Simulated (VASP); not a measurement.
Set up this calculation in VASP 6.6.1, as the native input.

* Task: single point
* Functional: r2SCAN
* Dispersion: rVV10
* Potentials or basis: VASP PAW PBE potentials, release 64 (Al, N)
* Cutoff: 660 eV
* k mesh: 10 × 10 × 10
* Occupations: gaussian, width 0.02 eV
* Spin: no spin polarisation
* Dipole correction: no
* Further INCAR settings: ALGO = Normal; EDIFF = 1e-06; NBANDS = 11

AlN:

```
CELL_PARAMETERS angstrom
0.00000 2.07537 2.07537
2.07537 0.00000 2.07537
2.07537 2.07537 0.00000
ATOMIC_POSITIONS crystal
Al 0.50000 0.50000 0.50000
N 0.00000 0.00000 0.00000
```

These files were run (other wordings do the same):

POSCAR

```
AlN
1.0
    0.0000000000      2.0753724764      2.0753724764
    2.0753724764      0.0000000000      2.0753724764
    2.0753724764      2.0753724764      0.0000000000
Al N
1 1
Direct
    0.5000000000      0.5000000000      0.5000000000
    0.0000000000      0.0000000000      0.0000000000
```

INCAR.step1

```
ALGO = Normal
EDIFF = 1E-5
ENCUT = 660
GGA = PE
GGA_COMPAT = False
ISMEAR = 0
LASPH = True
LCHARG = False
LREAL = False
LWAVE = True
NBANDS = 11
NELM = 120
PREC = Accurate
SIGMA = 0.02
```

INCAR.step2

```
ALGO = Normal
BPARAM = 11.95
CPARAM = 0.0093
EDIFF = 1E-6
ENCUT = 660
GGA_COMPAT = False
ISIF = 2
ISMEAR = 0
ISTART = 1
IVDW_NL = 2
LASPH = True
LCHARG = False
LMIXTAU = True
LREAL = False
LUSE_VDW = True
LWAVE = False
METAGGA = R2SCAN
NBANDS = 11
NELM = 120
PREC = Accurate
SIGMA = 0.02
```

KPOINTS

```
k-points
0
Gamma
  10 10 10
```

Potentials or basis: VASP PAW PBE potentials, release 64 (Al, N).

Command:

```sh
$ cat potpaw_PBE.64/Al/POTCAR potpaw_PBE.64/N/POTCAR > POTCAR
$ cp INCAR.step1 INCAR
$ mpirun -np 1 vasp_std > vasp.out
$ cp INCAR.step2 INCAR
$ mpirun -np 1 vasp_std > vasp.out
```

It gave:

```json
{
  "Pressure": "-20.9 GPa",
  "Band gap on the k mesh": "4.69 eV (least direct gap 5.36 eV)"
}
```

Caveat: the cell stands under tension; the PAW data sets were made with another functional, which shifts forces and pressure a little.

It took 2.1 min on 1 thread of Intel Xeon 8259CL, on a shared host, peak memory 0.26 GiB.
